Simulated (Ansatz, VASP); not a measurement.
# Two plane-wave programs on HfS5

```
Hf S
1.0
     3.15446   -4.07209    0.00000
     3.15446    4.07209    0.00000
     0.00000    0.00000    8.13514
Hf S
1 5
Direct
  0.50000 0.50000 0.50000
  0.50000 0.50000 0.78615
  0.50000 0.50000 0.21385
  0.75747 0.24253 0.00000
  0.24253 0.75747 0.00000
  0.00000 0.00000 0.00000
```

Alike in both runs: functional PBE; k mesh 8 × 8 × 6; occupations gaussian, width 0.1 eV; no spin polarisation.

Ansatz relaxed the structure, and its values are those at the end. VASP's run is a single point on that final structure, the one shown.

```csv
,VASP,Ansatz
version,VASP 6.6.1,Ansatz 0.2.0
potentials or method,"VASP PAW PBE potentials, release 64 (Hf_pv, S), cutoff 520 eV","scalar-relativistic, plane waves, PAW"
valence electrons in the cell,40,56
```

```tsv
	VASP	Ansatz	Ansatz less VASP
gap on the k mesh at the Fermi level (eV)	none	none	-
pressure (GPa)	-0.2	0.0	+0.21
rms of the force components (eV/Å)	0.048	0.002	-0.0460
```

A gap of «none» marks a metal or a gap that the smearing closes. VASP's potentials hold 40 valence electrons a cell and Ansatz's 56, so a difference there can come from the potentials and not from the codes.

Spin-orbit coupling is off throughout.
